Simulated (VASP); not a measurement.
AlN (rocksalt type): single point with PBE

Crystal: AlN (rocksalt type).

```
Al N
1.0
     0.00000    2.03528    2.03528
     2.03528    0.00000    2.03528
     2.03528    2.03528    0.00000
Al N
1 1
Direct
  0.00000 0.00000 0.00000
  0.50000 0.50000 0.50000
```

- Program: VASP 6.6.1
- Task: single point
- Functional: PBE
- Potentials or basis: VASP PAW PBE potentials, release 64 (Al, N)
- Cutoff: 520 eV
- k mesh: 16 × 16 × 16
- Occupations: fermi-dirac, width 0.1 eV
- Spin: no spin polarisation
- Dipole correction: no
- Further INCAR settings: ALGO = Normal; EDIFF = 1e-06; NBANDS = 11

```
Pressure               : -0.3 GPa
Band gap on the k mesh : 4.41 eV, indirect (least direct gap 5.39 eV)
```

Levels at points of the mesh, in eV from the valence-band top:
```tsv
k point	band 2	band 3	band 4	band 5	band 6	band 7
(0.00, 0.00, 0.00)	0.00	0.00	0.00	5.39	12.10	12.10
(0.50, 0.00, 0.00)	-8.18	-1.04	-1.04	6.01	10.84	10.84
(0.50, 0.50, 0.00)	-7.25	-2.75	-2.75	4.41	5.34	13.80
```

Wall time 28 s on 1 thread of Intel Xeon 8259CL (shared host), peak memory 0.15 GiB.

A k mesh can miss the band edges. Expect the measured gap to be larger: semilocal functionals such as PBE lack the derivative discontinuity.
